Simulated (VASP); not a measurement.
# Te2Mo (P6_3/mmc) in VASP: a series of runs

Aim: see how the results for Te2Mo move with the level of theory and the settings. Levels: PBE, PBEsol. Tasks: single point.

Program: VASP 6.6.1. These are calculated values, not measurements. Logs are shortened: lines on timing, memory, paths and dates and some standing lists are left out, and cuts for length are marked.

**Experimental background.**

From “Broadband infrared study of pressure-tunable Fano resonance and metallization transition in 2H-MoTe2”, 2022, pmc:9569381, for a bulk crystal of Te2Mo at 300 K: band gap 0.88 ± 0.05 eV (indirect).

The runs below are set against these values where they give the same quantity.

**1. The cell of the first run**

It takes space group P6_3/mmc (No. 194, hexagonal). The conventional cell has a = 3.518 Å, b = 3.518 Å, c = 13.974 Å, α = 90.00°, β = 90.00°, γ = 120.00°. Te (site symmetry 3m) has 3 Mo at 2.72 Å and 6 Te at 3.52 Å within 3.6 Å. Within 3.6 Å of Mo (site symmetry -6m2) lie 6 Te at 2.72 Å and 6 Mo at 3.52 Å.

**2. Single point, PBE**

The input, INCAR:

```
SYSTEM = Te2Mo
  PREC = Accurate
  ENCUT = 500
  EDIFF = 1E-6
  ISMEAR = 1
  SIGMA = 0.1
  LREAL = .FALSE.
  LASPH = .TRUE.
  NELM = 120
  ALGO = Normal
  ISIF = 2
  LWAVE = .FALSE.
  LCHARG = .FALSE.
  GGA = PE
  NBANDS = 35
  GGA_COMPAT = .FALSE.
```

The input, KPOINTS:

```
Automatic mesh
0
G
  7 7 2
  0 0 0
```

The input, POSCAR:

```
Te2Mo
1.0
    3.5182000000      0.0000000000      0.0000000000
   -1.7591000000      3.0468505756      0.0000000000
    0.0000000000      0.0000000000     13.9736000000
Te Mo
4 2
Direct
    0.6666666667      0.3333333333      0.3790000000
    0.3333333333      0.6666666667      0.8790000000
    0.6666666667      0.3333333333      0.1210000000
    0.3333333333      0.6666666667      0.6210000000
    0.6666666667      0.3333333333      0.7500000000
    0.3333333333      0.6666666667      0.2500000000
```

Potentials or basis: VASP PAW PBE potentials, release 64 (Te, Mo_sv).

Launch:

```bash
cat potpaw_PBE.64/Te/POTCAR potpaw_PBE.64/Mo_sv/POTCAR > POTCAR
mpirun -np 1 vasp_std > vasp.out
```

OUTCAR:

```text
SYSTEM = Te2Mo
   PREC = Accurate
   ENCUT = 500
   EDIFF = 1E-6
   ISMEAR = 1
   LREAL = .FALSE.
   LASPH = .TRUE.
   NELM = 120
   ISIF = 2
   GGA = PE

 ion  position               nearest neighbor table
   1  0.667  0.333  0.379-   6 2.72   6 2.72   6 2.72   3 3.61
   2  0.333  0.667  0.879-   5 2.72   5 2.72   5 2.72   4 3.61
   3  0.667  0.333  0.121-   6 2.72   6 2.72   6 2.72   1 3.61
   4  0.333  0.667  0.621-   5 2.72   5 2.72   5 2.72   2 3.61
   5  0.667  0.333  0.750-   2 2.72   4 2.72   2 2.72   4 2.72   2 2.72   4 2.72
   6  0.333  0.667  0.250-   1 2.72   3 2.72   1 2.72   3 2.72   1 2.72   3 2.72

  LATTYP: Found a hexagonal cell.
 ALAT       =     3.5182000000
 C/A-ratio  =     3.9718037633

  Lattice vectors:

 A1 = (   3.5182000000,   0.0000000000,   0.0000000000)
 A2 = (  -1.7591000000,   3.0468505756,   0.0000000000)
 A3 = (   0.0000000000,   0.0000000000,  13.9736000000)

Analysis of symmetry for initial positions (statically):
=====================================================================
 Subroutine PRICEL returns:
 Original cell was already a primitive cell.

 Routine SETGRP: Setting up the symmetry group for a
 hexagonal supercell.

 Subroutine GETGRP returns: Found 24 space group operations
 (whereof 12 operations were pure point group operations)
 out of a pool of 24 trial point group operations.

The static configuration has the point symmetry D_3d.
 The point group associated with its full space group is D_6h.

Analysis of symmetry for dynamics (positions and initial velocities):
=====================================================================
 Subroutine PRICEL returns:
 Original cell was already a primitive cell.

 Routine SETGRP: Setting up the symmetry group for a
 hexagonal supercell.

 Subroutine GETGRP returns: Found 24 space group operations
 (whereof 12 operations were pure point group operations)
 out of a pool of 24 trial point group operations.

The dynamic configuration has the point symmetry D_3d.
 The point group associated with its full space group is D_6h.

 Subroutine INISYM returns: Found 24 space group operations
 (whereof 12 operations are pure point group operations),
 and found     1 'primitive' translations

----------------------------------------------------------------------------------------

                                     Primitive cell

  volume of cell :     149.7890

  direct lattice vectors                    reciprocal lattice vectors
     3.518200000  0.000000000  0.000000000     0.284236257  0.164103880  0.000000000
    -1.759100000  3.046850576  0.000000000     0.000000000  0.328207759  0.000000000
     0.000000000  0.000000000 13.973600000     0.000000000  0.000000000  0.071563520

  length of vectors
     3.518200000  3.518200000 13.973600000     0.328207759  0.328207759  0.071563520

  position of ions in fractional coordinates (direct lattice)
     0.666666667  0.333333333  0.379000000
     0.333333333  0.666666667  0.879000000
     0.666666667  0.333333333  0.121000000
     0.333333333  0.666666667  0.621000000
     0.666666667  0.333333333  0.750000000
     0.333333333  0.666666667  0.250000000

  ion indices of the primitive-cell ions
   primitive index   ion index
                 1           1
                 2           2
                 3           3
                 4           4
                 5           5
                 6           6

----------------------------------------------------------------------------------------

 KPOINTS: Automatic mesh

Automatic generation of k-mesh.
 Grid dimensions read from file:
 generate k-points for:    7    7    2

 Generating k-lattice:

  Cartesian coordinates                     Fractional coordinates (reciprocal lattice)
     0.040605180  0.023443411  0.000000000     0.142857143  0.000000000  0.000000000
     0.000000000  0.046886823  0.000000000     0.000000000  0.142857143  0.000000000
     0.000000000  0.000000000  0.035781760     0.000000000  0.000000000  0.500000000

  Length of vectors
     0.046886823  0.046886823  0.035781760

  Shift w.r.t. Gamma in fractional coordinates (k-lattice)
     0.000000000  0.000000000  0.000000000

 Subroutine IBZKPT returns following result:
 ===========================================

 Found     16 irreducible k-points:

 Following reciprocal coordinates:
            Coordinates               Weight
  0.000000  0.000000  0.000000      1.000000
  0.142857 -0.000000  0.000000      6.000000
  0.285714  0.000000  0.000000      6.000000
  0.428571  0.000000  0.000000      6.000000
  0.142857  0.142857  0.000000      6.000000
  0.285714  0.142857  0.000000     12.000000
[... 8 lines left out ...]
  0.428571  0.142857  0.500000      6.000000
  0.285714  0.285714  0.500000      6.000000
   k-points           NKPTS =     16   k-points in BZ     NKDIM =     16   number of bands    NBANDS=     35
   number of dos      NEDOS =    301   number of ions     NIONS =      6
   total plane-waves  NPLWV =  84672
   dimension x,y,z NGX =    28 NGY =   28 NGZ =  108
   dimension x,y,z NGXF=    56 NGYF=   56 NGZF=  216
   ions per type =               4   2
   NGX,Y,Z   is equivalent  to a cutoff of  13.23, 13.23, 12.85 a.u.
   NGXF,Y,Z  is equivalent  to a cutoff of  26.46, 26.46, 25.70 a.u.
 SYSTEM =  Te2Mo
   PREC   = accura    normal or accurate (medium, high low for compatibility)
   ISTART =      0    job   : 0-new  1-cont  2-samecut
   ICHARG =      2    charge: 1-file 2-atom 10-const
   ISPIN  =      1    spin polarized calculation?
   LNONCOLLINEAR =      F non collinear calculations
   LSORBIT =      F    spin-orbit coupling
   LASPH  =      T    aspherical Exc in radial PAW
   ENCUT  =  500.0 eV  36.75 Ry    6.06 a.u.   6.41  6.41 25.48*2*pi/ulx,y,z
   NELM   =    120;   NELMIN=  2; NELMDL= -5     # of ELM steps
   EDIFF  = 0.1E-05   stopping-criterion for ELM
   LREAL  =      F    real-space projection
   EDIFFG = 0.1E-04   stopping-criterion for IOM
   NSW    =      0    number of steps for IOM
   IBRION =     -1    ionic relax: 0-MD 1-quasi-New 2-CG
   NFREE  =      0    steps in history (QN), initial steepest desc. (CG)
   ISIF   =      2    stress and relaxation
   ISYM   =      2    0-nonsym 1-usesym 2-fastsym
   POTIM  = 0.5000    time-step for ionic-motion
   TEBEG  =    0.0;   TEEND  =   0.0 temperature during run
   PSTRESS=    0.0 pullay stress
   NELECT =      52.0000    total number of electrons
   NUPDOWN=      -1.0000    fix difference up-down
   EMIN   =  10.00;   EMAX   =-10.00  energy-range for DOS
   EFERMI =   0.00;   METHOD = LEGACY
   ISMEAR =     1;   SIGMA  =   0.10  broadening in eV -4-tet -1-fermi 0-gaus
   EFERMI_NEDOS =   21; number of points for ismear=-14 and -15
   IALGO  =     38    algorithm
   IMIX   =      4    mixing-type and parameters
     AMIX     =   0.40;   BMIX     =  1.00
     AMIX_MAG =   1.60;   BMIX_MAG =  1.00
  volume/ion in A,a.u.               =      24.96       168.47
  Fermi-wavevector in a.u.,A,eV,Ry     =   1.150578  2.174277 18.011787  1.323829
  Thomas-Fermi vector in A             =   2.287241
   LORBIT       =      0    0 simple, 1 ext, 2 COOP (PROOUT), +10 PAW based schemes
   GGA     = PE    functional components
   LHFCALC =     F    Hartree Fock is set to
   AEXX    =    0.0000 exact exchange contribution
   IVDW    =     0    specifies the selected vdW correction
   LEPSILON=     F    determine dielectric tensor
   LRPA    =     F    only Hartree local field effects (RPA)
 non-spin polarized calculation
 Methfessel and Paxton  Order N= 1 SIGMA  =   0.10
  energy-cutoff  :      500.00
  volume of cell :      149.79
 maximum number of plane-waves:      3831
 NGX is ok and might be reduce to    28
   NGX = 13   NGY = 13   NGZ = 51

 number of electron      51.9999997 magnetization

 Free energy of the ion-electron system (eV)
  ---------------------------------------------------
  ext. energy  EPLUGINS =         0.00000000
  ---------------------------------------------------
  free energy    TOTEN  =       -35.98579232 eV

  energy without entropy =      -35.98607542  energy(sigma->0) =      -35.98588669

 E-fermi :   8.2152     XC(G=0): -10.4425

 val. band max:        8.1562604195   @ k =   0.0000   0.0000   0.0000
 cond. band min:       8.9913729064   @ k =   0.2857   0.1429   0.0000
 fundamental gap:      0.8351124869
 Fermi energy:         8.2152028418

 k-point     1 :       0.0000    0.0000    0.0000
  band No.  band energies     occupation
      1     -52.6654      2.00000
      2     -52.6654      2.00000
      3     -26.8320      2.00000
      4     -26.8319      2.00000
      5     -26.7092      2.00000
      6     -26.7092      2.00000
[... 27 lines left out ...]
     34      11.5411      0.00000
     35      13.8579      0.00000

 k-point     2 :       0.1429   -0.0000    0.0000
  band No.  band energies     occupation
      1     -52.6635      2.00000
      2     -52.6635      2.00000
      3     -26.8265      2.00000
      4     -26.8265      2.00000
      5     -26.7339      2.00000
      6     -26.7339      2.00000
[... 27 lines left out ...]
     34      11.4752      0.00000
     35      14.5505      0.00000

 k-point     3 :       0.2857    0.0000    0.0000
  band No.  band energies     occupation
      1     -52.6594      2.00000
      2     -52.6594      2.00000
      3     -26.8142      2.00000
      4     -26.8142      2.00000
      5     -26.7890      2.00000
      6     -26.7890      2.00000
[... 27 lines left out ...]
     34      11.8434      0.00000
     35      13.9087      0.00000
[... 419 lines left out ...]
 k-point    15 :       0.4286    0.1429    0.5000
  band No.  band energies     occupation
      1     -52.6551      2.00000
      2     -52.6551      2.00000
      3     -26.8313      2.00000
      4     -26.8313      2.00000
      5     -26.8016      2.00000
      6     -26.8016      2.00000
[... 27 lines left out ...]
     34      11.4780      0.00000
     35      12.7713      0.00000

 k-point    16 :       0.2857    0.2857    0.5000
  band No.  band energies     occupation
      1     -52.6547      2.00000
      2     -52.6547      2.00000
      3     -26.8150      2.00000
      4     -26.8150      2.00000
      5     -26.8004      2.00000
      6     -26.8004      2.00000
[... 27 lines left out ...]
     34      11.8180      0.00000
     35      13.2520      0.00000

------------------------ aborting loop because EDIFF is reached ----------------------------------------

  FORCE on cell =-STRESS in cart. coord.  units (eV):
  Direction    XX          YY          ZZ          XY          YZ          ZX
  --------------------------------------------------------------------------------------
  -------------------------------------------------------------------------------------
  Total        2.5288693      2.5288693      3.2274636      0.0000000     -0.0000000      0.0000000
  in kB       27.0493591     27.0493591     34.5216824      0.0000000     -0.0000000      0.0000000
  external PRESSURE =      29.5401335 kB  Pullay stress =       0.0000000 kB

 VOLUME and BASIS-vectors are now :
 -----------------------------------------------------------------------------
  energy-cutoff  :      500.00
  volume of cell :      149.79
      direct lattice vectors                 reciprocal lattice vectors
     3.518200000  0.000000000  0.000000000     0.284236257  0.164103880  0.000000000
    -1.759100000  3.046850576  0.000000000     0.000000000  0.328207759  0.000000000
     0.000000000  0.000000000 13.973600000     0.000000000  0.000000000  0.071563520

 POSITION                                       TOTAL-FORCE (eV/Angst)
 -----------------------------------------------------------------------------------
      1.75910      1.01562      5.29599        -0.000000     -0.000000      0.189170
     -0.00000      2.03123     12.28279        -0.000000      0.000000      0.189170
      1.75910      1.01562      1.69081        -0.000000     -0.000000     -0.189170
     -0.00000      2.03123      8.67761        -0.000000     -0.000000     -0.189170
      1.75910      1.01562     10.48020         0.000000     -0.000000      0.000000
     -0.00000      2.03123      3.49340        -0.000000      0.000000      0.000000
 -----------------------------------------------------------------------------------
    total drift:                               -0.000000      0.000000     -0.000000

  FREE ENERGIE OF THE ION-ELECTRON SYSTEM (eV)
  ---------------------------------------------------
  free  energy   TOTEN  =       -35.9857923240 eV

  energy  without entropy=      -35.9860754212  energy(sigma->0) =      -35.98588669
```

Wall time 85 s (1 thread of Intel Xeon Platinum 8375C at 2.90GHz (Ice Lake), shared host); peak memory 0.3 GiB.

What came out:

| Property | Result |
| --- | --- |
| Free energy | -35.9858 eV |
| Pressure | 3.0 GPa |
| Largest force | 0.189 eV/Å |
| Band gap on the k mesh | 0.84 eV, indirect (least direct gap 1.25 eV) |

Forces in eV/Å, atoms in the order of the input:
```
Te   0.000  0.000  0.189
Te   0.000  0.000  0.189
Te   0.000  0.000 -0.189
Te   0.000  0.000 -0.189
Mo   0.000  0.000  0.000
Mo   0.000  0.000  0.000
```

Stress tensor (GPa, compression positive):
```
2.70 0.00 0.00
0.00 2.70 0.00
0.00 0.00 3.45
```

Caveat: spin-orbit coupling is left out, which moves the levels of the heavy elements; this functional lacks dispersion, which binds the layers, so the pressure and a relaxed spacing across them are unreliable.

(Part 1 of 3 ends here.)
